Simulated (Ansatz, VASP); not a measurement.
## CaSe: VASP beside Ansatz

```
Ca Se
1.0
     0.00000    3.30000    3.30000
     3.30000    0.00000    3.30000
     3.30000    3.30000    0.00000
Ca Se
1 1
Direct
  0.00000 0.00000 0.00000
  0.75000 0.75000 0.75000
```

Alike in both runs: task single point; functional PBE; k mesh 2 × 2 × 2; occupations gaussian, width 0.1 eV; no spin polarisation.

```csv
,VASP,Ansatz
version,VASP 6.6.1,Ansatz 0.2.0
potentials or method,"VASP PAW PBE potentials, release 64 (Ca_sv, Se), cutoff 500 eV","scalar-relativistic, plane waves, PAW"
valence electrons in the cell,16,26
```

|  | VASP | Ansatz | Ansatz less VASP |
| --- | --- | --- | --- |
| gap on the k mesh at the Fermi level (eV) | 3.15 | 3.15 | +0.001 |
| least direct gap on the mesh (eV) | 3.23 | 3.23 | 0.000 |
| pressure (GPa) | 0.4 | 0.3 | -0.10 |

With one functional, cell and mesh, what is left measures potentials, basis and numerics. VASP's potentials hold 16 valence electrons a cell and Ansatz's 26, so a difference there can come from the potentials and not from the codes.

The k mesh is coarse, so the values compare programs but aren't converged.
